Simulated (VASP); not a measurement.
Here is a VASP 6.6.1 calculation.

Contents of INCAR:

```
PREC = Accurate
ENCUT = 600
EDIFF = 1E-6
ISMEAR = 0
SIGMA = 0.02
LREAL = F
LASPH = T
NELM = 100
ALGO = Normal
ISIF = 3
LWAVE = F
LCHARG = F
GGA = CA
IBRION = 2
NSW = 100
EDIFFG = -0.005
```

File KPOINTS:

```
regular mesh
0
Gamma
  10 10 10
```

The input POSCAR:

```
CaC2
1.0
   -1.9342985994      1.9342985994      3.2021112425
    1.9342985994     -1.9342985994      3.2021112425
    1.9342985994      1.9342985994     -3.2021112425
Ca C
1 2
Direct
    0.0000000000      0.0000000000      0.0000000000
    0.5978927200      0.5978927200      0.0000000000
    0.4021072800      0.4021072800      0.0000000000
```

Potentials or basis: VASP PAW LDA potentials, release 64 (Ca_sv, C).

Launch:

```bash
$ cat potpaw_LDA.64/Ca_sv/POTCAR potpaw_LDA.64/C/POTCAR > POTCAR
$ mpirun -np 1 vasp_std > vasp.out
```

Q: Predict the band gap on the k mesh.

A: 0.86 eV, indirect (least direct gap 2.03 eV).

Q: Predict the relaxed cell.

A: a = 4.116 Å, b = 4.116 Å, c = 4.116 Å, α = 125.62°, β = 125.62°, γ = 80.52°.

Q: Predict the space group after relaxing (to 0.05 Å).

A: I4/mmm (No. 139).

Q: What does it give for the relaxed volume?

A: 14.82 Å³/atom.

Forces in eV/Å, atoms in the order of the input:
```
Ca   0.000  0.000  0.000
C    0.000  0.000 -0.003
C    0.000  0.000  0.003
```

A k mesh can miss the band edges. A hybrid or GW would open this gap; LDA tends to underestimate it.
